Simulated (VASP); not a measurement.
A run of VASP 6.6.1:

Contents of INCAR:

```
PREC = Accurate
ENCUT = 520
EDIFF = 1E-7
ISMEAR = 0
SIGMA = 0.1
LREAL = False
LASPH = True
NELM = 100
ALGO = Normal
ISIF = 2
LWAVE = False
LCHARG = False
GGA = PS
NBANDS = 16
```

KPOINTS

```
Automatic mesh
0
Gamma
  12 12 12
```

The input POSCAR:

```
InAs
1.0
    0.0000000000      3.0438898540      3.0438898540
    3.0438898540      0.0000000000      3.0438898540
    3.0438898540      3.0438898540      0.0000000000
In As
1 1
Direct
    0.0000000000      0.0000000000      0.0000000000
    0.2500000000      0.2500000000      0.2500000000
```

Potentials or basis: VASP PAW PBE potentials, release 64 (In_d, As).

The run is started by

```sh
$ cat potpaw_PBE.64/In_d/POTCAR potpaw_PBE.64/As/POTCAR > POTCAR
$ mpirun -np 1 vasp_std > vasp.out
```

Hardware: 1 thread of Intel(R) Xeon(R) Platinum 8259CL CPU @ 2.50GHz (Skylake/Cascade Lake), with other jobs on the host.

**Question.** How long does it take, and how much memory?

**Answer.** Run time: 50 s on 1 thread of Intel(R) Xeon(R) Platinum 8259CL CPU @ 2.50GHz (Skylake/Cascade Lake) (shared host), peak memory 0.21 GiB. Counts: scf iterations 14, k points 72.
